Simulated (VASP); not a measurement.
# KNd2Sb3 (P-6m2) in VASP: a series of runs, part 2 of 2

VASP 6.6.1. The steps go on from the part before.

## 3. Single point, PBE

Input file INCAR:

```
SYSTEM = KNd2Sb3
PREC = Accurate ; ENCUT = 500
EDIFF = 1E-6 ; ISMEAR = 0
SIGMA = 0.02 ; LREAL = .FALSE.
LASPH = .TRUE. ; NELM = 200
ALGO = Normal ; ISIF = 2
LWAVE = .FALSE. ; LCHARG = .TRUE.
GGA = PE ; LELF = .TRUE.
LVHAR = .TRUE. ; NBANDS = 32
GGA_COMPAT = .FALSE. ; LMAXMIX = 6
```

Input file KPOINTS:

```
Automatic mesh
0
G
  6 6 4
  0 0 0
```

Input file POSCAR:

```
KNd2Sb3
1.0
    4.8593910525      0.0000000000      0.0000000000
   -2.4296955262      4.2083560984      0.0000000000
    0.0000000000      0.0000000000     11.0743461712
K Nd Sb
1 2 3
Direct
    0.6666666667      0.3333333333      0.0000000000
    0.3333333333      0.6666666667      0.3321520707
    0.3333333333      0.6666666667      0.6678479293
    0.0000000000      0.0000000000      0.5000000000
    0.0000000000      0.0000000000      0.7904478014
    0.0000000000      0.0000000000      0.2095521986
```

Potentials or basis: VASP PAW PBE potentials, release 64 (K_sv, Nd_3, Sb), 4f in core.

Run with:

```bash
$ cat potpaw_PBE.64/K_sv/POTCAR potpaw_PBE.64/Nd_3/POTCAR potpaw_PBE.64/Sb/POTCAR > POTCAR
$ mpirun -np 1 vasp_std > vasp.out
```

OUTCAR:

```text
SYSTEM = KNd2Sb3
   PREC = Accurate
   ENCUT = 500
   EDIFF = 1E-6
   ISMEAR = 0
   LREAL = .FALSE.
   LASPH = .TRUE.
   NELM = 200
   ISIF = 2
   GGA = PE

 ion  position               nearest neighbor table
   1  0.667  0.333  0.000-   5 3.64   6 3.64   5 3.64   6 3.64   5 3.64   6 3.64
   2  0.333  0.667  0.332-   6 3.12   6 3.12   6 3.12   4 3.37   4 3.37   4 3.37   3 3.72
   3  0.333  0.667  0.668-   5 3.12   5 3.12   5 3.12   4 3.37   4 3.37   4 3.37   2 3.72
   4  0.000  0.000  0.500-   5 3.22   6 3.22   2 3.37   3 3.37   2 3.37   3 3.37   2 3.37   3 3.37

   5  0.000  0.000  0.790-   3 3.12   3 3.12   3 3.12   4 3.22   1 3.64   1 3.64   1 3.64
   6  0.000  0.000  0.210-   2 3.12   2 3.12   2 3.12   4 3.22   1 3.64   1 3.64   1 3.64

  LATTYP: Found a hexagonal cell.
 ALAT       =     4.8593910525
 C/A-ratio  =     2.2789576002

  Lattice vectors:

 A1 = (   4.8593910525,   0.0000000000,   0.0000000000)
 A2 = (  -2.4296955262,   4.2083560984,   0.0000000000)
 A3 = (   0.0000000000,   0.0000000000,  11.0743461712)

Analysis of symmetry for initial positions (statically):
=====================================================================
 Subroutine PRICEL returns:
 Original cell was already a primitive cell.

 Routine SETGRP: Setting up the symmetry group for a
 hexagonal supercell.

 Subroutine GETGRP returns: Found 12 space group operations
 (whereof 12 operations were pure point group operations)
 out of a pool of 24 trial point group operations.

The static configuration has the point symmetry D_3h.

Analysis of symmetry for dynamics (positions and initial velocities):
=====================================================================
 Subroutine PRICEL returns:
 Original cell was already a primitive cell.

 Routine SETGRP: Setting up the symmetry group for a
 hexagonal supercell.
[... 128 lines left out ...]
     AMIX     =   0.40;   BMIX     =  1.00
     AMIX_MAG =   1.60;   BMIX_MAG =  1.00
  volume/ion in A,a.u.               =      37.75       254.72
  Fermi-wavevector in a.u.,A,eV,Ry     =   0.962328  1.818537 12.600028  0.926076
  Thomas-Fermi vector in A             =   2.091778
   LORBIT       =      0    0 simple, 1 ext, 2 COOP (PROOUT), +10 PAW based schemes
   GGA     = PE    functional components
   LHFCALC =     F    Hartree Fock is set to
   AEXX    =    0.0000 exact exchange contribution
   IVDW    =     0    specifies the selected vdW correction
   LEPSILON=     F    determine dielectric tensor
   LRPA    =     F    only Hartree local field effects (RPA)
 non-spin polarized calculation
 Gauss-broadening in eV      SIGMA  =   0.02
  energy-cutoff  :      500.00
  volume of cell :      226.47
 maximum number of plane-waves:      5817
 NGX is ok and might be reduce to    36
   NGX = 17   NGY = 17   NGZ = 41

 number of electron      45.9999999 magnetization

 Free energy of the ion-electron system (eV)
  ---------------------------------------------------
  ext. energy  EPLUGINS =         0.00000000
  ---------------------------------------------------
  free energy    TOTEN  =       -27.57885027 eV

  energy without entropy =      -27.57885027  energy(sigma->0) =      -27.57885027

 E-fermi :   3.1836     XC(G=0):  -8.4450

 val. band max:        3.0496432473   @ k =   0.3333   0.3333   0.5000
 cond. band min:       3.8407233399   @ k =   0.5000  -0.0000   0.0000
 fundamental gap:      0.7910800926
 Fermi energy:         3.1836388067

 k-point     1 :       0.0000    0.0000    0.0000
  band No.  band energies     occupation
      1     -34.9033      2.00000
      2     -34.8858      2.00000
      3     -27.2362      2.00000
      4     -16.1651      2.00000
      5     -16.0303      2.00000
      6     -16.0303      2.00000
[... 724 lines left out ...]
     31       6.9081      0.00000
     32       7.0300      0.00000

------------------------ aborting loop because EDIFF is reached ----------------------------------------

  FORCE on cell =-STRESS in cart. coord.  units (eV):
  Direction    XX          YY          ZZ          XY          YZ          ZX
  --------------------------------------------------------------------------------------
  -------------------------------------------------------------------------------------
  Total        0.2544903      0.2544903      0.1574270      0.0000000     -0.0000000      0.0000000
  in kB        1.8004018      1.8004018      1.1137233      0.0000000     -0.0000000      0.0000000
  external PRESSURE =       1.5715090 kB  Pullay stress =       0.0000000 kB

 VOLUME and BASIS-vectors are now :
 -----------------------------------------------------------------------------
  energy-cutoff  :      500.00
  volume of cell :      226.47
      direct lattice vectors                 reciprocal lattice vectors
     4.859391053  0.000000000  0.000000000     0.205787102  0.118811238  0.000000000
    -2.429695526  4.208356098  0.000000000     0.000000000  0.237622477  0.000000000
     0.000000000  0.000000000 11.074346171     0.000000000  0.000000000  0.090298785

 POSITION                                       TOTAL-FORCE (eV/Angst)
 -----------------------------------------------------------------------------------
      2.42970      1.40279      0.00000         0.000000     -0.000000      0.000000
     -0.00000      2.80557      3.67837        -0.000000     -0.000000      0.000629
     -0.00000      2.80557      7.39598        -0.000000      0.000000     -0.000629
      0.00000      0.00000      5.53717         0.000000     -0.000000      0.000000
      0.00000      0.00000      8.75369         0.000000     -0.000000      0.024591
      0.00000      0.00000      2.32065         0.000000     -0.000000     -0.024591
 -----------------------------------------------------------------------------------
    total drift:                                0.000000     -0.000000      0.000000

  FREE ENERGIE OF THE ION-ELECTRON SYSTEM (eV)
  ---------------------------------------------------
  free  energy   TOTEN  =       -27.5788502740 eV

  energy  without entropy=      -27.5788502740  energy(sigma->0) =      -27.57885027
```

Wall time 2.9 min (1 thread of Intel Xeon Platinum 8375C at 2.90GHz (Ice Lake), shared host); peak memory 0.4 GiB.

Results:

```yaml
Free_energy: -27.5789 eV
Pressure: 0.2 GPa
Largest_force: 0.025 eV/Å
Band_gap_on_the_k_mesh: 0.79 eV (least direct gap 1.10 eV)
```

Forces in eV/Å, atoms in the order of the input:
```
K    0.000  0.000  0.000
Nd   0.000  0.000  0.001
Nd   0.000  0.000 -0.001
Sb   0.000  0.000  0.000
Sb   0.000  0.000  0.025
Sb   0.000  0.000 -0.025
```

Caveat: spin-orbit coupling is left out, which moves the levels of the heavy elements; the 4f electrons are frozen in the core, so they carry no moment and show no levels. A k mesh can miss the band edges.

## 4. Single point, PBE (38.88 Å³/atom)

This run uses another cell than the first one, of 38.88 Å³/atom.

Input file INCAR:

```
SYSTEM = KNd2Sb3
PREC = Accurate ; ENCUT = 500
EDIFF = 1E-6 ; ISMEAR = 0
SIGMA = 0.02 ; LREAL = .False.
LASPH = .True. ; NELM = 200
ALGO = Normal ; ISIF = 2
LWAVE = .False. ; LCHARG = .False.
GGA = PE ; NBANDS = 32
GGA_COMPAT = .False. ; LMAXMIX = 6
```

Input file KPOINTS:

```
regular mesh
0
Gamma
  6 6 4
  0 0 0
```

Input file POSCAR:

```
KNd2Sb3
1.0
    4.8937485270      0.0000000000      0.0000000000
   -2.4468742635      4.2381105441      0.0000000000
    0.0000000000      0.0000000000     11.2469747896
K Nd Sb
1 2 3
Direct
    0.6666666667      0.3333333333      0.0000000000
    0.3333333333      0.6666666667      0.3337040776
    0.3333333333      0.6666666667      0.6662959224
    0.0000000000      0.0000000000      0.5000000000
    0.0000000000      0.0000000000      0.7862839803
    0.0000000000      0.0000000000      0.2137160197
```

Run with:

```bash
$ cat potpaw_PBE.64/K_sv/POTCAR potpaw_PBE.64/Nd_3/POTCAR potpaw_PBE.64/Sb/POTCAR > POTCAR
$ mpirun -np 1 vasp_std > vasp.out
```

Run time: 2.5 min. Hardware: 1 thread of Intel Xeon Platinum 8375C at 2.90GHz (Ice Lake), shared host; peak memory 0.4 GiB.

The run converged. Its results:

```yaml
Free_energy: -27.5675 eV
Pressure: -0.6 GPa
Largest_force: 0.023 eV/Å
Band_gap_on_the_k_mesh: 0.85 eV (least direct gap 1.18 eV)
```

Forces on the atoms (eV/Å):
```
K    0.000  0.000  0.000
Nd   0.000  0.000  0.001
Nd   0.000  0.000 -0.001
Sb   0.000  0.000  0.000
Sb   0.000  0.000  0.023
Sb   0.000  0.000 -0.023
```

Levels at points of the mesh, in eV from the valence-band top:
| k point | band 19 | band 20 | band 21 | band 22 | band 23 | band 24 | band 25 | band 26 | band 27 | band 28 |
| --- | --- | --- | --- | --- | --- | --- | --- | --- | --- | --- |
| (0.00, 0.00, 0.00) | -1.59 | -0.89 | -0.89 | -0.36 | -0.36 | 1.35 | 2.16 | 2.16 | 2.55 | 2.56 |
| (0.50, 0.00, 0.00) | -1.29 | -1.23 | -0.82 | -0.69 | -0.65 | 0.85 | 1.53 | 2.26 | 2.31 | 2.62 |
| (0.00, 0.00, 0.50) | -0.93 | -0.93 | -0.86 | -0.32 | -0.32 | 1.16 | 1.70 | 2.10 | 2.10 | 2.91 |
| (0.50, 0.00, 0.50) | -1.29 | -1.04 | -0.69 | -0.65 | -0.32 | 1.14 | 1.25 | 1.56 | 2.31 | 2.63 |

Caveat: spin-orbit coupling is left out, which moves the levels of the heavy elements; the 4f electrons are frozen in the core, so they carry no moment and show no levels.

## 5. Summary

| cell | smearing | gap on the mesh (eV) | pressure (GPa) | largest force (eV/Å) |
| --- | --- | --- | --- | --- |
| a = 4.860, b = 4.860, c = 11.067 Å, angles 90.0, 90.0, 120.0°, 6 atoms, atomic positions A | gaussian 0.01 eV | 0.79 | 0.2 | 0.02 |
| a = 4.859, b = 4.859, c = 11.074 Å, angles 90.0, 90.0, 120.0°, 6 atoms, atomic positions B | gaussian 0.02 eV | 0.79 | 0.2 | 0.02 |
| a = 4.894, b = 4.894, c = 11.247 Å, angles 90.0, 90.0, 120.0°, 6 atoms, atomic positions C | gaussian 0.02 eV | 0.85 | -0.6 | 0.02 |

Alike in all rows: task single point; level PBE; potentials or basis VASP PAW PBE potentials, release 64 (K_sv, Nd_3, Sb), 4f in core; no spin polarisation; k mesh 6 × 6 × 4; cutoff (eV) 500.

Caveats: spin-orbit coupling is left out, which moves the levels of the heavy elements; the 4f electrons are frozen in the core, so they carry no moment and show no levels.

Absolute energies hang on the potentials; compare differences alone.
